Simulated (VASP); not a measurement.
Set up this calculation in VASP 6.6.1, as the native input.

* Task: single point
* Functional: PBE
* Potentials or basis: VASP PAW PBE potentials, release 64 (Rh_pv)
* Cutoff: 520 eV
* k mesh: 18 × 18 × 10
* Occupations: gaussian, width 0.15 eV
* Spin: no spin polarisation
* Dipole correction: no
* Further INCAR settings: ALGO = Normal; EDIFF = 1e-06; NBANDS = 22

The structure of Rh lies in POSCAR:

```
Rh
1.0
    2.5886000000      0.0000000000      0.0000000000
   -1.2943000000      2.2417933602      0.0000000000
    0.0000000000      0.0000000000      4.1746000000
Rh
2
Direct
    0.6666666667      0.3333333333      0.7500000000
    0.3333333333      0.6666666667      0.2500000000
```

This isn't the form of Rh at room conditions, which is fcc.

These files were run (other wordings do the same):

INCAR

```
SYSTEM = Rh
ALGO = Normal ; EDIFF = 1E-6
ENCUT = 520 ; GGA = PE
ISIF = 2 ; ISMEAR = 0
LASPH = .TRUE. ; LCHARG = .TRUE.
LELF = .TRUE. ; LREAL = .FALSE.
LVHAR = .TRUE. ; LWAVE = .FALSE.
NBANDS = 22 ; NELM = 100
PREC = Accurate ; SIGMA = 0.15
```

KPOINTS

```
k-points
0
G
  18 18 10
  0 0 0
```

Potentials or basis: VASP PAW PBE potentials, release 64 (Rh_pv).

The run is started by

```bash
$ cat potpaw_PBE.64/Rh_pv/POTCAR > POTCAR
$ mpirun -np 1 vasp_std > vasp.out
```

It gave:

```yaml
Pressure: 57.2 GPa
Band_gap_on_the_k_mesh: zero (bands 15 and 16 overlap by 2.97 eV)
```

Caveat: the cell stands under pressure.

Run time: 57 s on 1 thread of Intel(R) Xeon(R) Platinum 8488C (Sapphire Rapids), with other jobs on the host, peak memory 0.2 GiB.
